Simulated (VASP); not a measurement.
# Zr3S2 (R32) in VASP: a series of runs

The runs below take Zr3S2 through single point, relaxation of cell and atoms, with r2SCAN+U, PBEsol.

All numbers are computed with VASP 6.6.1; they aren't measurements. Logs are shortened: lines on timing, memory, paths and dates and some standing lists are left out, and cuts for length are marked.

## 1. The cell of the first run

It takes space group R32 (No. 155, trigonal). Conventional cell: a = 5.805 Å, b = 5.805 Å, c = 10.463 Å, α = 90.00°, β = 90.00°, γ = 120.00°. Zr (site symmetry 2) has 4 S at 2.61 to 2.62 Å and 8 Zr at 3.32 to 3.49 Å within 3.5 Å. Within 3.5 Å of S (site symmetry 3) lie 6 Zr at 2.61 to 2.62 Å and 4 S at 3.35 to 3.45 Å.

## 2. Single point, r2SCAN+U

Input file POSCAR:

```
Zr3S2
1.0
    2.9025379727      1.6757810799      3.4877732718
   -2.9025379727      1.6757810799      3.4877732718
    0.0000000000     -3.3515621597      3.4877732718
Zr S
3 2
Direct
    0.8387270000      0.5000000000      0.1612730000
    0.5000000000      0.1612730000      0.8387270000
    0.1612730000      0.8387270000      0.5000000000
    0.6650230000      0.6650230000      0.6650230000
    0.3349770000      0.3349770000      0.3349770000
```

Input file INCAR.step1:

```
  PREC = Accurate
  ENCUT = 520
  ISMEAR = -1
  SIGMA = 0.05
  LREAL = F
  LASPH = T
  NELM = 150
  LMAXMIX = 4
  LDAU = T
  LDAUTYPE = 2
  LDAUL = 2 -1
  LDAUU = 8 0
  LDAUJ = 0 0
  NBANDS = 32
  GGA = PE
  ALGO = Normal
  EDIFF = 1E-4
  LWAVE = T
  LCHARG = F
```

Input file INCAR.step2:

```
  PREC = Accurate
  ENCUT = 520
  EDIFF = 1E-6
  ISMEAR = -1
  SIGMA = 0.05
  LREAL = F
  LASPH = T
  NELM = 150
  ALGO = Normal
  ISIF = 2
  LWAVE = F
  LCHARG = F
  LMAXMIX = 4
  LDAU = T
  LDAUTYPE = 2
  LDAUL = 2 -1
  LDAUU = 8 0
  LDAUJ = 0 0
  LDAUPRINT = 1
  METAGGA = R2SCAN
  LMIXTAU = T
  NBANDS = 32
  ISTART = 1
```

Input file KPOINTS:

```
Automatic mesh
0
Gamma
  6 6 6
```

Potentials or basis: VASP PAW PBE potentials, release 64 (Zr_sv, S).

On the command line:

```
> cat potpaw_PBE.64/Zr_sv/POTCAR potpaw_PBE.64/S/POTCAR > POTCAR
> cp INCAR.step1 INCAR
> mpirun -np 1 vasp_std > vasp.out
> cp INCAR.step2 INCAR
> mpirun -np 1 vasp_std > vasp.out
```

OUTCAR:

```text
PREC = Accurate
   ENCUT = 520
   EDIFF = 1E-6
   ISMEAR = -1
   LREAL = F
   LASPH = T
   NELM = 150
   ISIF = 2
   METAGGA = R2SCAN
   ISTART = 1

 ion  position               nearest neighbor table
   1  0.839  0.500  0.161-   4 2.61   5 2.61   4 2.62   5 2.62   3 3.32   3 3.32   2 3.32   2 3.32
                             2 3.41   3 3.41   3 3.49   2 3.49
   2  0.500  0.161  0.839-   5 2.61   4 2.61   5 2.62   4 2.62   3 3.32   3 3.32   1 3.32   1 3.32
                             1 3.41   3 3.41   3 3.49   1 3.49
   3  0.161  0.839  0.500-   4 2.61   5 2.61   4 2.62   5 2.62   2 3.32   1 3.32   1 3.32   2 3.32
                             1 3.41   2 3.41   1 3.49   2 3.49
   4  0.665  0.665  0.665-   1 2.61   2 2.61   3 2.61   1 2.62   3 2.62   2 2.62
   5  0.335  0.335  0.335-   2 2.61   1 2.61   3 2.61   2 2.62   3 2.62   1 2.62

  LATTYP: Found a trigonal (rhomboedric) cell.
 ALAT       =     4.8370994724
 COS(alpha) =     0.2798619160

  Lattice vectors:

 A1 = (   2.9025379727,   1.6757810799,   3.4877732718)
 A2 = (  -2.9025379727,   1.6757810799,   3.4877732718)
 A3 = (   0.0000000000,  -3.3515621597,   3.4877732718)

Analysis of symmetry for initial positions (statically):
=====================================================================
 Subroutine PRICEL returns:
 Original cell was already a primitive cell.

 Routine SETGRP: Setting up the symmetry group for a
 trigonal (rhombohedral) supercell.

 Subroutine GETGRP returns: Found  6 space group operations
 (whereof  6 operations were pure point group operations)
 out of a pool of 12 trial point group operations.

The static configuration has the point symmetry D_3 .

Analysis of symmetry for dynamics (positions and initial velocities):
=====================================================================
 Subroutine PRICEL returns:
 Original cell was already a primitive cell.

 Routine SETGRP: Setting up the symmetry group for a
 trigonal (rhombohedral) supercell.

 Subroutine GETGRP returns: Found  6 space group operations
 (whereof  6 operations were pure point group operations)
 out of a pool of 12 trial point group operations.

The dynamic configuration has the point symmetry D_3 .

 Subroutine INISYM returns: Found  6 space group operations
 (whereof  6 operations are pure point group operations),
 and found     1 'primitive' translations

----------------------------------------------------------------------------------------

                                     Primitive cell

  volume of cell :     101.7876

  direct lattice vectors                    reciprocal lattice vectors
     2.902537973  1.675781080  3.487773272     0.172263035  0.099456110  0.095571962
    -2.902537973  1.675781080  3.487773272    -0.172263035  0.099456110  0.095571962
     0.000000000 -3.351562160  3.487773272     0.000000000 -0.198912219  0.095571962

  length of vectors
     4.837099472  4.837099472  4.837099472     0.220680925  0.220680925  0.220680925

  position of ions in fractional coordinates (direct lattice)
     0.838727000  0.500000000  0.161273000
     0.500000000  0.161273000  0.838727000
     0.161273000  0.838727000  0.500000000
     0.665023000  0.665023000  0.665023000
     0.334977000  0.334977000  0.334977000

  ion indices of the primitive-cell ions
   primitive index   ion index
                 1           1
                 2           2
                 3           3
                 4           4
                 5           5

----------------------------------------------------------------------------------------

[... 48 lines left out ...]
  0.500000  0.500000  0.166667      6.000000
 -0.333333  0.500000  0.166667     12.000000
 [... further k-points ...]
   k-points           NKPTS =     32   k-points in BZ     NKDIM =     32   number of bands    NBANDS=     32
   number of dos      NEDOS =    301   number of ions     NIONS =      5
   total plane-waves  NPLWV =  46656
   dimension x,y,z NGX =    36 NGY =   36 NGZ =   36
   dimension x,y,z NGXF=    72 NGYF=   72 NGZF=   72
   ions per type =               3   2
   NGX,Y,Z   is equivalent  to a cutoff of  12.37, 12.37, 12.37 a.u.
   NGXF,Y,Z  is equivalent  to a cutoff of  24.75, 24.75, 24.75 a.u.
 SYSTEM =  unknown system
   PREC   = accura    normal or accurate (medium, high low for compatibility)
   ISTART =      1    job   : 0-new  1-cont  2-samecut
   ICHARG =      0    charge: 1-file 2-atom 10-const
   ISPIN  =      1    spin polarized calculation?
   LNONCOLLINEAR =      F non collinear calculations
   LSORBIT =      F    spin-orbit coupling
   LASPH  =      T    aspherical Exc in radial PAW
   ENCUT  =  520.0 eV  38.22 Ry    6.18 a.u.   8.99  8.99  8.99*2*pi/ulx,y,z
   NELM   =    150;   NELMIN=  2; NELMDL=  0     # of ELM steps
   EDIFF  = 0.1E-05   stopping-criterion for ELM
   LREAL  =      F    real-space projection
   EDIFFG = 0.1E-04   stopping-criterion for IOM
   NSW    =      0    number of steps for IOM
   IBRION =     -1    ionic relax: 0-MD 1-quasi-New 2-CG
   NFREE  =      0    steps in history (QN), initial steepest desc. (CG)
   ISIF   =      2    stress and relaxation
   ISYM   =      2    0-nonsym 1-usesym 2-fastsym
   POTIM  = 0.5000    time-step for ionic-motion
   TEBEG  =    0.0;   TEEND  =   0.0 temperature during run
   PSTRESS=    0.0 pullay stress
   NELECT =      48.0000    total number of electrons
   NUPDOWN=      -1.0000    fix difference up-down
   EMIN   =  10.00;   EMAX   =-10.00  energy-range for DOS
   EFERMI =   0.00;   METHOD = LEGACY
   ISMEAR =    -1;   SIGMA  =   0.05  broadening in eV -4-tet -1-fermi 0-gaus
   EFERMI_NEDOS =   21; number of points for ismear=-14 and -15
   IALGO  =     38    algorithm
   IMIX   =      4    mixing-type and parameters
     AMIX     =   0.40;   BMIX     =  1.00
     AMIX_MAG =   1.60;   BMIX_MAG =  1.00
  volume/ion in A,a.u.               =      20.36       137.38
  Fermi-wavevector in a.u.,A,eV,Ry     =   1.274257  2.407996 22.092199  1.623731
  Thomas-Fermi vector in A             =   2.407035
   LORBIT       =      0    0 simple, 1 ext, 2 COOP (PROOUT), +10 PAW based schemes
 LDA+U is selected, type is set to LDAUTYPE =  2
   angular momentum for each species LDAUL =     2   -1
   U (eV)           for each species LDAUU =   8.0  0.0
   J (eV)           for each species LDAUJ =   0.0  0.0
   METAGGA = R2SCAN    functional components
   LHFCALC =     F    Hartree Fock is set to
   AEXX    =    0.0000 exact exchange contribution
   IVDW    =     0    specifies the selected vdW correction
   LEPSILON=     F    determine dielectric tensor
   LRPA    =     F    only Hartree local field effects (RPA)
 non-spin polarized calculation
  energy-cutoff  :      520.00
  volume of cell :      101.79
 maximum number of plane-waves:      2758
   NGX = 17   NGY = 17   NGZ = 17

atom =   1  type =  1  l = 2

 onsite density matrix

spin component  1
[... 83 lines left out ...]
  o =  0.0705  v = -0.0000 -0.9610  0.2214  0.0000 -0.1654  0.0000  0.0000  0.0000  0.0000  0.0000      0.0000  0.0000  0.0000  0.0000  0.0000  0.0000  0.0000  0.0000  0.0000  0.0000
  o =  0.0705  v =  0.0000  0.0000  0.0000  0.0000  0.0000 -0.0000 -0.9610  0.2214  0.0000 -0.1654      0.0000  0.0000  0.0000  0.0000  0.0000  0.0000  0.0000  0.0000  0.0000  0.0000
  o =  0.0835  v =  0.0000  0.0000  0.0000  0.0000  0.0000 -0.1552  0.0000 -0.0000  0.9879  0.0000      0.0000  0.0000  0.0000  0.0000  0.0000  0.0000  0.0000  0.0000  0.0000  0.0000
  o =  0.0835  v = -0.1552  0.0000 -0.0000  0.9879  0.0000  0.0000  0.0000  0.0000  0.0000  0.0000      0.0000  0.0000  0.0000  0.0000  0.0000  0.0000  0.0000  0.0000  0.0000  0.0000
  o =  0.1404  v =  0.0000  0.0000  0.0000  0.0000  0.0000  0.9879  0.0000 -0.0000  0.1552  0.0000      0.0000  0.0000  0.0000  0.0000  0.0000  0.0000  0.0000  0.0000  0.0000  0.0000
  o =  0.1404  v =  0.9879  0.0000 -0.0000  0.1552  0.0000  0.0000  0.0000  0.0000  0.0000  0.0000      0.0000  0.0000  0.0000  0.0000  0.0000  0.0000  0.0000  0.0000  0.0000  0.0000
  o =  0.1477  v = -0.0000 -0.2106 -0.1992 -0.0000  0.9571  0.0000  0.0000  0.0000  0.0000  0.0000      0.0000  0.0000  0.0000  0.0000  0.0000  0.0000  0.0000  0.0000  0.0000  0.0000
  o =  0.1477  v =  0.0000  0.0000  0.0000  0.0000  0.0000 -0.0000 -0.2106 -0.1992 -0.0000  0.9571      0.0000  0.0000  0.0000  0.0000  0.0000  0.0000  0.0000  0.0000  0.0000  0.0000
  o =  0.1879  v =  0.0000  0.0000  0.0000  0.0000  0.0000  0.0000  0.1790  0.9546  0.0000  0.2381      0.0000  0.0000  0.0000  0.0000  0.0000  0.0000  0.0000  0.0000  0.0000  0.0000
  o =  0.1879  v =  0.0000  0.1790  0.9546  0.0000  0.2381  0.0000  0.0000  0.0000  0.0000  0.0000      0.0000  0.0000  0.0000  0.0000  0.0000  0.0000  0.0000  0.0000  0.0000  0.0000

 number of electron      47.9999998 magnetization

 Free energy of the ion-electron system (eV)
  ---------------------------------------------------
  ext. energy  EPLUGINS =         0.00000000
  ---------------------------------------------------
  free energy    TOTEN  =       -75.76229029 eV

  energy without entropy =      -75.75521940  energy(sigma->0) =      -75.75875484

 E-fermi :   9.8641     XC(G=0): -11.6900

 val. band max:        9.8065627887   @ k =   0.1667   0.1667   0.1667
 cond. band min:       9.8714834298   @ k =   0.1667   0.1667   0.1667
 fundamental gap:      0.0649206411
 Fermi energy:         9.8640714397

 k-point     1 :       0.0000    0.0000    0.0000
  band No.  band energies     occupation
      1     -42.9963      2.00000
      2     -42.9172      2.00000
      3     -42.9172      2.00000
      4     -20.3407      2.00000
      5     -20.3407      2.00000
      6     -20.3182      2.00000
[... 829 lines left out ...]
     31      13.4789      0.00000
     32      13.9999      0.00000

 [... further k-points ...]

------------------------ aborting loop because EDIFF is reached ----------------------------------------

  FORCE on cell =-STRESS in cart. coord.  units (eV):
  Direction    XX          YY          ZZ          XY          YZ          ZX
  --------------------------------------------------------------------------------------
  -------------------------------------------------------------------------------------
  Total        8.2044568      8.2044568      9.9458950      0.0000000      0.0000000      0.0000000
  in kB      129.1414698    129.1414698    156.5524121      0.0000000      0.0000000      0.0000000
  external PRESSURE =     138.2784506 kB  Pullay stress =       0.0000000 kB

 VOLUME and BASIS-vectors are now :
 -----------------------------------------------------------------------------
  energy-cutoff  :      520.00
  volume of cell :      101.79
      direct lattice vectors                 reciprocal lattice vectors
     2.902537973  1.675781080  3.487773272     0.172263035  0.099456110  0.095571962
    -2.902537973  1.675781080  3.487773272    -0.172263035  0.099456110  0.095571962
     0.000000000 -3.351562160  3.487773272     0.000000000 -0.198912219  0.095571962

 POSITION                                       TOTAL-FORCE (eV/Angst)
 -----------------------------------------------------------------------------------
      0.98317      1.70290      5.23166         0.037973      0.065771      0.000000
      0.98317     -1.70290      5.23166         0.037973     -0.065771      0.000000
     -1.96634      0.00000      5.23166        -0.075946     -0.000000     -0.000000
      0.00000      0.00000      6.95835        -0.000000     -0.000000     -0.234995
      0.00000      0.00000      3.50497        -0.000000      0.000000      0.234995
 -----------------------------------------------------------------------------------
    total drift:                               -0.000000      0.000000      0.000000

  FREE ENERGIE OF THE ION-ELECTRON SYSTEM (eV)
  ---------------------------------------------------
  free  energy   TOTEN  =       -75.7622902872 eV

  energy  without entropy=      -75.7552193957  energy(sigma->0) =      -75.75875484
```

Run time: 3.2 min. Hardware: 1 thread of Intel Xeon 6975P-C (Granite Rapids), shared host; peak memory 0.25 GiB.

What came out:

| Item | Value |
| --- | --- |
| Free energy | -75.7623 eV |
| Pressure | 13.8 GPa |
| Largest force | 0.235 eV/Å |
| Band gap on the k mesh | zero (bands 24 and 25 overlap by 0.23 eV) |

Forces in eV/Å, atoms in the order of the input:
```
Zr   0.038  0.066  0.000
Zr   0.038 -0.066  0.000
Zr  -0.076  0.000  0.000
S    0.000  0.000 -0.235
S    0.000  0.000  0.235
```

Stress tensor (GPa, compression positive):
```
12.91  0.00  0.00
 0.00 12.91  0.00
 0.00  0.00 15.66
```

Eigenvalues of the final occupation matrices:
| site | spin | trace | eigenvalues |
| --- | --- | --- | --- |
| site 1 d | 1 | 0.63 | 0.07 0.08 0.14 0.15 0.19 |
| site 1 d | 2 | 0.63 | 0.07 0.08 0.14 0.15 0.19 |
| site 2 d | 1 | 0.63 | 0.07 0.08 0.14 0.15 0.19 |
| site 2 d | 2 | 0.63 | 0.07 0.08 0.14 0.15 0.19 |
| site 3 d | 1 | 0.63 | 0.07 0.08 0.14 0.15 0.19 |
| site 3 d | 2 | 0.63 | 0.07 0.08 0.14 0.15 0.19 |

Caveat: the cell stands under pressure; the PAW data sets were made with another functional, which shifts forces and pressure a little; U without spin polarisation on a metal has little footing.

(Continued in part 2 of 2.)

The gap in the log of VASP goes by the Fermi energy; the results here count the filled bands.